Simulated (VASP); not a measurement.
A run of VASP 6.6.1 is set up as follows.

The input POSCAR:

```
Sb
1.0
    3.0882494497      0.0000000000      0.0000000000
    0.0000000000      3.0882494497      0.0000000000
    0.0000000000      0.0000000000      3.0882494497
Sb
1
Direct
    0.0000000000      0.0000000000      0.0000000000
```

File INCAR.step1:

```
SYSTEM = Sb
PREC = Accurate ; ENCUT = 520
ISMEAR = 0 ; SIGMA = 0.05
LREAL = .FALSE. ; LASPH = .TRUE.
NELM = 60 ; NBANDS = 8
GGA = PE ; ALGO = Normal
EDIFF = 1E-4 ; LWAVE = .TRUE.
LCHARG = .FALSE.
```

The input INCAR.step2:

```
SYSTEM = Sb
PREC = Accurate ; ENCUT = 520
EDIFF = 1E-6 ; ISMEAR = 0
SIGMA = 0.05 ; LREAL = .FALSE.
LASPH = .TRUE. ; NELM = 60
ALGO = Normal ; ISIF = 2
LWAVE = .FALSE. ; LCHARG = .FALSE.
METAGGA = R2SCAN ; LMIXTAU = .TRUE.
NBANDS = 8 ; ISTART = 1
```

The input KPOINTS:

```
Automatic mesh
0
G
  7 7 7
  0 0 0
```

Potentials or basis: VASP PAW PBE potentials, release 64 (Sb).

Run with:

```bash
$ cat potpaw_PBE.64/Sb/POTCAR > POTCAR
$ cp INCAR.step1 INCAR
$ mpirun -np 1 vasp_std > vasp.out
$ cp INCAR.step2 INCAR
$ mpirun -np 1 vasp_std > vasp.out
```

Question: What does it give for the pressure?

Answer: 0.0 GPa.

Caveat: the PAW data sets were made with another functional, which shifts forces and pressure a little.
